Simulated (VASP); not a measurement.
Here is a VASP 6.6.1 calculation.

Contents of INCAR:

```
SYSTEM = Os
ALGO = Normal ; EDIFF = 1E-6
ENCUT = 600 ; GGA = PE
GGA_COMPAT = .False. ; ISIF = 2
ISMEAR = 0 ; LASPH = .True.
LCHARG = .False. ; LREAL = .False.
LWAVE = .False. ; NBANDS = 15
NELM = 120 ; PREC = Accurate
SIGMA = 0.1
```

Contents of KPOINTS:

```
k-points
0
Gamma
  9 9 6
  0 0 0
```

The input POSCAR:

```
Os
1.0
    2.7507148815      0.0000000000      0.0000000000
   -1.3753574408      2.3821889660      0.0000000000
    0.0000000000      0.0000000000      4.3544298552
Os
2
Direct
    0.3333333333      0.6666666667      0.2500000000
    0.6666666667      0.3333333333      0.7500000000
```

Potentials or basis: VASP PAW PBE potentials, release 64 (Os).

Launch:

```console
$ cat potpaw_PBE.64/Os/POTCAR > POTCAR
$ mpirun -np 1 vasp_std > vasp.out
```

**Question.** Predict the pressure.

**Answer.** 0.1 GPa.

**Question.** What does it give for the band gap on the k mesh?

**Answer.** Zero (bands 8 and 9 overlap by 3.73 eV).

Stress tensor (GPa, compression positive):
```
 0.09  0.00  0.00
 0.00  0.09  0.00
 0.00  0.00 -0.02
```

Caveat: spin-orbit coupling is left out, which moves the levels of the heavy elements.
